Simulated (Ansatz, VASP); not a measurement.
## Two plane-wave programs on BaTiO3

```xyz
5
Lattice="3.9854 0.0000 0.0000 0.0000 3.9854 0.0000 0.0000 0.0000 4.3895" Properties=species:S:1:pos:R:3 pbc="T T T"
Ba    1.9927    1.9927    2.6610
Ti    0.0000    0.0000    0.5152
O     0.0000    1.9927    0.2442
O     1.9927    0.0000    0.2442
O     0.0000    0.0000    2.3050
```

Change from the starting cell: strain along c alone, the other axes held, atoms relaxed: +4.5 %.

Alike in both runs: functional PBE; k mesh 8 × 8 × 6; occupations gaussian, width 0.02 eV; no spin polarisation.

Ansatz relaxed the structure, and its values are those at the end. VASP's run is a single point on that final structure, the one shown.

|  | VASP | Ansatz |
| --- | --- | --- |
| version | VASP 6.6.1 | Ansatz 0.2.0 |
| potentials or method | VASP PAW PBE potentials, release 64 (Ba_sv, Ti_sv, O), cutoff 520 eV | scalar-relativistic, plane waves, PAW |
| valence electrons in the cell | 40 | 40 |

|  | VASP | Ansatz | Ansatz less VASP |
| --- | --- | --- | --- |
| gap on the k mesh at the Fermi level (eV) | 1.79 | 1.84 | +0.049 |
| least direct gap on the mesh (eV) | 2.45 | 2.49 | +0.038 |
| pressure (GPa) | -1.6 | -2.9 | -1.39 |
| rms of the force components (eV/Å) | 0.041 | 0.001 | -0.0406 |

Ansatz's warnings: stress scf threshold loose.

Neither program's run includes spin-orbit coupling.
